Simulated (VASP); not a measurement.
# ZnB6: relaxation of cell and atoms with PBE

The system is ZnB6.

```
Zn B
1.0
     3.87577    0.00000    0.00000
     0.00000    3.87577    0.00000
     0.00000    0.00000    3.87577
Zn B
1 6
Cartesian
  0.0000 0.0000 0.0000
  3.1064 1.9379 1.9379
  0.7693 1.9379 1.9379
  1.9379 1.9379 3.1064
  1.9379 1.9379 0.7693
  1.9379 0.7693 1.9379
  1.9379 3.1064 1.9379
```

The cell was generated, and may not be a known phase.

* Program: VASP 6.6.1
* Task: relaxation of cell and atoms
* Functional: PBE
* Potentials or basis: VASP PAW PBE potentials, release 64 (Zn, B)
* Cutoff: 500 eV
* k mesh: 4 × 4 × 4
* Occupations: gaussian, width 0.1 eV
* Spin: no spin polarisation
* Dipole correction: no
* Further INCAR settings: ALGO = Normal; EDIFF = 1e-07; IBRION = 2; EDIFFG = -0.04; NSW = 90; ISIF = 3

```
Relaxed volume                        : 10.10 Å³/atom
Relaxed cell                          : a = 4.135 Å, b = 4.135 Å, c = 4.135 Å, α = 90.00°, β = 90.00°, γ = 90.00°
Space group after relaxing (to 0.1 Å) : Pm-3m (No. 221)
Energy gained by relaxing             : 184.8 meV/atom
Ionic steps                           : 5
Pressure after relaxing               : -0.3 GPa
Largest force after relaxing          : 0.036 eV/Å
Band gap on the k mesh                : zero (bands 15 and 16 overlap by 1.29 eV)
```

Forces in eV/Å, atoms in the order of the input:
```
Zn   0.000  0.000  0.000
B    0.036  0.000  0.000
B   -0.036  0.000  0.000
B    0.000  0.000  0.036
B    0.000  0.000 -0.036
B    0.000 -0.036  0.000
B    0.000  0.036  0.000
```

The path:
```tsv
step	energy change (eV)	largest force (eV/Å)	pressure (GPa)	volume (Å³)
1	0.0000	0.6420	38.55	58.22
2	-0.7973	2.3496	-10.81	76.76
3	-1.1768	1.6363	2.40	69.08
4	-0.8823	2.5916	-2.80	74.10
5	-1.2938	0.0361	-0.32	70.69
```

Final structure:
```xyz
7
Lattice="4.1349 0.0000 0.0000 0.0000 4.1349 0.0000 0.0000 0.0000 4.1349" Properties=species:S:1:pos:R:3 pbc="T T T"
Zn    0.0000    4.1349    0.0000
B     3.3121    2.0674    2.0674
B     0.8227    2.0674    2.0674
B     2.0674    2.0674    3.3121
B     2.0674    2.0674    0.8227
B     2.0674    0.8227    2.0674
B     2.0674    3.3121    2.0674
```

Levels at points of the mesh, in eV from the Fermi level:
```csv
k point,band 11,band 12,band 13,band 14,band 15,band 16,band 17,band 18,band 19
"(0.00, 0.00, 0.00)",-4.48,-4.48,0.61,0.62,0.62,0.62,3.47,3.47,3.47
"(0.50, 0.00, 0.00)",-4.41,-2.10,-2.10,-1.39,-0.34,0.70,2.07,5.27,5.27
"(0.50, 0.50, 0.00)",-4.75,-1.57,-1.57,-1.06,-1.06,1.61,2.73,2.73,4.95
"(0.50, 0.50, 0.50)",-4.32,-4.32,-1.60,-0.66,-0.66,-0.66,6.68,7.26,7.26
```

Wall time 61 s on 1 thread of Intel(R) Xeon(R) Platinum 8488C (Sapphire Rapids), on a shared host, peak memory 0.15 GiB.

Caveat: the k points lie up to 0.38 Å⁻¹ apart in the final cell, too coarse for converged energies and pressures of a metal; the volume moved by over 15 % at a fixed basis, so the end points are rough.
